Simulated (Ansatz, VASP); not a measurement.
**One calculation of Ag, two programs**

The input INCAR:

```
  PREC = Accurate
  ENCUT = 520
  EDIFF = 1E-8
  ISMEAR = -1
  SIGMA = 0.05
  LREAL = F
  LASPH = T
  NELM = 100
  ALGO = Normal
  ISIF = 2
  LWAVE = F
  LCHARG = F
  GGA = PS
  LEFG = T
  NBANDS = 18
```

File KPOINTS:

```
regular mesh
0
Gamma
  12 12 7
```

POSCAR

```
Ag
1.0
    2.9222991408      0.0000000000      0.0000000000
   -1.4611495704      2.5307852934      0.0000000000
    0.0000000000      0.0000000000      4.7016618100
Ag
2
Direct
    0.2333333333      0.6166666667      0.1750000000
    0.7666666667      0.3833333333      0.8250000000
```

Input for Ansatz:

```yaml
crystal:
  lattice:
    - [2.9222991408, 0.0, 0.0]
    - [-1.4611495704, 2.5307852934, 0.0]
    - [0.0, 0.0, 4.70166181]
  atoms:
    - { symbol: Ag, position: [0.2333333333, 0.6166666667, 0.175] }
    - { symbol: Ag, position: [0.7666666667, 0.3833333333, 0.825] }
kpoints:
  mp_grid: { grid: [12, 12, 7] }
scf:
  occupations: { method: fermi_dirac, width: 0.05 }
hamiltonian:
  xc: pbesol
  pseudopotentials: { kind: paw }
output:
  forces: true
  stress: true
  eigenvalues: true
  efg: { contact_densities: true }
  populations: true
```

Change from the starting cell: shortest bond scaled by 0.7, PAW files.

Alike in both runs: task electric field gradients; functional PBEsol; k mesh 12 × 12 × 7; occupations fermi-dirac, width 0.05 eV; no spin polarisation.

```csv
,VASP,Ansatz
version,VASP 6.6.1,Ansatz 0.2.0
potentials or method,"VASP PAW PBE potentials, release 64 (Ag)","PAW with Ansatz's default frozen-core files, scalar-relativistic"
plane-wave cutoff (eV),520,420
valence electrons in the cell,22,38
```

Ansatz gave:

| Property | Result |
| --- | --- |
| pressure (GPa) | 50.3 |
| traceless stress, the component that is largest in VASP (GPa) | 47.26 |
| rms of the force components (eV/Å) | 8.885 |
| size of Vzz on the site where it differs most (V/Å²) | 29.4 |

Question: Which values does VASP return?

Answer: Pressure (GPa): 47.4; traceless stress, the component that is largest in VASP (GPa): 43.86; rms of the force components (eV/Å): 8.366; size of Vzz on the site where it differs most (V/Å²): 66.0.

VASP's potentials were made for PBE, not for PBEsol. Atom by atom the forces differ by 0.523 eV/Å (rms over components). Both programs put the cell under a high pressure, so it lies far from rest at this level. One of these differences is far larger than is usual between the two programs; its cause wasn't traced. VASP's potentials hold 22 valence electrons a cell and Ansatz's 38, so a difference there can come from the potentials and not from the codes.
